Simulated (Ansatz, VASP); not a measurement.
Ga in VASP and in Ansatz

POSCAR

```
Ga
1.0
    2.7784220849      0.0000000000      0.0000000000
    0.0000000000      3.2816087900      0.0000000000
   -1.3434310986      0.0000000000      3.9902731763
Ga
2
Direct
    0.1345962700      0.7500000000      0.7701668300
    0.8654037300      0.2500000000      0.2298331700
```

Contents of INCAR.step1:

```
SYSTEM = Ga
PREC = Accurate
ENCUT = 520
EDIFF = 1E-5
ISMEAR = -1
SIGMA = 0.05
LREAL = .FALSE.
LASPH = .TRUE.
NELM = 60
ALGO = Normal
ISIF = 2
LWAVE = .TRUE.
LCHARG = .FALSE.
GGA = PE
NBANDS = 20
```

File INCAR.step2:

```
SYSTEM = Ga
PREC = Accurate
ENCUT = 520
EDIFF = 1E-6
ISMEAR = -1
SIGMA = 0.05
LREAL = .FALSE.
LASPH = .TRUE.
NELM = 60
ALGO = Normal
ISIF = 2
LWAVE = .FALSE.
LCHARG = .FALSE.
GGA = PS
LHFCALC = .TRUE.
AEXX = 0.25
PRECFOCK = Normal
ISTART = 1
NBANDS = 20
```

The input KPOINTS:

```
Automatic mesh
0
G
  5 4 4
  0 0 0
```

The input input:

```
crystal:
  lattice:
    - [2.7784220849, 0.0, 0.0]
    - [0.0, 3.28160879, 0.0]
    - [-1.3434310986, 0.0, 3.9902731763]
  atoms:
    - { symbol: Ga, position: [0.13459627, 0.75, 0.77016683] }
    - { symbol: Ga, position: [0.86540373, 0.25, 0.22983317] }
hamiltonian:
  xc: { exchange: pbesol, correlation: pbesol, exx: { coeff: 0.25 } }
  pseudopotentials: { kind: paw }
kpoints:
  mp_grid: { grid: [5, 4, 4] }
scf:
  occupations: { method: fermi_dirac, width: 0.05 }
output:
  forces: true
  stress: true
  eigenvalues: true
  write_density: true
  write_potential: true
  elf: true
  volumetric_format: npy
```

Alike in both runs: task single point; functional PBEsol-based global hybrid with a share of 0.25 of exact exchange; k mesh 5 × 4 × 4; occupations fermi-dirac, width 0.05 eV; no spin polarisation.

|  | VASP | Ansatz |
| --- | --- | --- |
| version | VASP 6.6.1 | Ansatz 0.2.0 |
| potentials or method | VASP PAW PBE potentials, release 64 (Ga_d) | Ansatz PAW |
| plane-wave cutoff (eV) | 520 | 420 |
| valence electrons in the cell | 26 | 26 |

```tsv
	VASP	Ansatz	Ansatz less VASP
gap on the k mesh at the Fermi level (eV)	none	none	-
pressure (GPa)	-1.2	-1.2	-0.09
traceless stress, the component that is largest in VASP (GPa)	-4.22	-4.14	+0.077
rms of the force components (eV/Å)	0.023	0.025	+0.0015
```

VASP's potentials were made for PBE, not for PBEsol-based global hybrid. Atom by atom the forces differ by 0.002 eV/Å (rms over components). A gap of «none» marks a metal or a gap that the smearing closes. With one functional, cell and mesh, what is left measures potentials, basis and numerics.

The k mesh is coarse, so the values compare programs but aren't converged.
